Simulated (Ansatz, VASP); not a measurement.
# In: VASP beside Ansatz

The input INCAR:

```
SYSTEM = In
ALGO = Normal
EDIFF = 1E-6
ENCUT = 520
GGA = CA
ISIF = 2
ISMEAR = -1
LASPH = .True.
LCHARG = .False.
LREAL = .False.
LWAVE = .False.
NBANDS = 20
NELM = 60
PREC = Accurate
SIGMA = 0.1
```

Contents of KPOINTS:

```
k-points
0
Gamma
  10 10 10
  0 0 0
```

Contents of POSCAR:

```
In
1.0
    0.0000000000      3.3158172807      3.3158172807
    3.3158172807      0.0000000000      3.3158172807
    3.3158172807      3.3158172807      0.0000000000
In
2
Direct
    0.1250000000      0.1250000000      0.1250000000
    0.8750000000      0.8750000000      0.8750000000
```

Input for Ansatz:

```yaml
crystal:
  lattice:
    - [0.0, 3.3158172807, 3.3158172807]
    - [3.3158172807, 0.0, 3.3158172807]
    - [3.3158172807, 3.3158172807, 0.0]
  atoms:
    - { symbol: In, position: [0.125, 0.125, 0.125] }
    - { symbol: In, position: [0.875, 0.875, 0.875] }
hamiltonian:
  xc: lda
  pseudopotentials:
    kind: paw
    azcp:
      In: "pseudopotentials/In.paw.azcp"
basis:
  ecutwfc: 420
  fft_grid_basis: typed
kpoints:
  mp_grid: { grid: [10, 10, 10], shift: [0, 0, 0] }
magnetization:
  spin_polarized: false
scf:
  occupations: { method: fermi_dirac, width: 0.1 }
  lower_state_search: "off"
output:
  stress: true
```

Alike in both runs: task single point; functional LDA; k mesh 10 × 10 × 10; occupations fermi-dirac, width 0.1 eV; no spin polarisation.

|  | VASP | Ansatz |
| --- | --- | --- |
| version | VASP 6.6.1 | Ansatz 0.2.0 |
| potentials or method | VASP PAW LDA potentials, release 64 (In_d), cutoff 520 eV | plane waves (420 eV) with PAW, scalar-relativistic |
| valence electrons in the cell | 26 | 26 |

```csv
,VASP,Ansatz,Ansatz less VASP
pressure (GPa),-1.9,-2.0,-0.01
```

Ansatz warns that its potentials were made for another functional, while VASP's fit it. LDA's correlation is that of Perdew and Zunger in VASP and of Perdew and Wang (1992) in Ansatz.
